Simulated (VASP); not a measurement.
A run of VASP 6.6.1:

File INCAR:

```
SYSTEM = SrVO3
  ALGO = Normal
  EDIFF = 1E-6
  ENCUT = 910
  GGA = PE
  GGA_COMPAT = .FALSE.
  ISIF = 2
  ISMEAR = -1
  ISPIN = 2
  LASPH = .TRUE.
  LCHARG = .FALSE.
  LDAU = .TRUE.
  LDAUJ = 0 0 0
  LDAUL = -1 2 -1
  LDAUPRINT = 1
  LDAUTYPE = 2
  LDAUU = 0 6.2 0
  LMAXMIX = 4
  LORBIT = 11
  LREAL = .FALSE.
  LWAVE = .FALSE.
  MAGMOM = 0 0.95 0 0 0
  NBANDS = 32
  NELM = 200
  NUPDOWN = 0.95
  PREC = Accurate
  SIGMA = 0.1
```

The input KPOINTS:

```
k-points
0
G
  5 5 5
  0 0 0
```

File POSCAR:

```
SrVO3
1.0
    3.8425000000      0.0000000000      0.0000000000
    0.0000000000      3.8425000000      0.0000000000
    0.0000000000      0.0000000000      3.8425000000
Sr V O
1 1 3
Direct
    0.0000000000      0.0000000000      0.0000000000
    0.5000000000      0.5000000000      0.5000000000
    0.5000000000      0.0000000000      0.5000000000
    0.0000000000      0.5000000000      0.5000000000
    0.5000000000      0.5000000000      0.0000000000
```

Potentials or basis: VASP PAW PBE potentials, release 64 (Sr_sv, V_sv, O_h).

The run is started by

```bash
$ cat potpaw_PBE.64/Sr_sv/POTCAR potpaw_PBE.64/V_sv/POTCAR potpaw_PBE.64/O_h/POTCAR > POTCAR
$ mpirun -np 1 vasp_std > vasp.out
```

Hardware: 1 thread of Intel(R) Xeon(R) 6975P-C (Granite Rapids), on a shared host.

**Question.** Estimate the wall time of this run.

**Answer.** Wall time 40 s on 1 thread of Intel(R) Xeon(R) 6975P-C (Granite Rapids) (shared host), peak memory 0.32 GiB. Counts: scf iterations 17, k points 10.
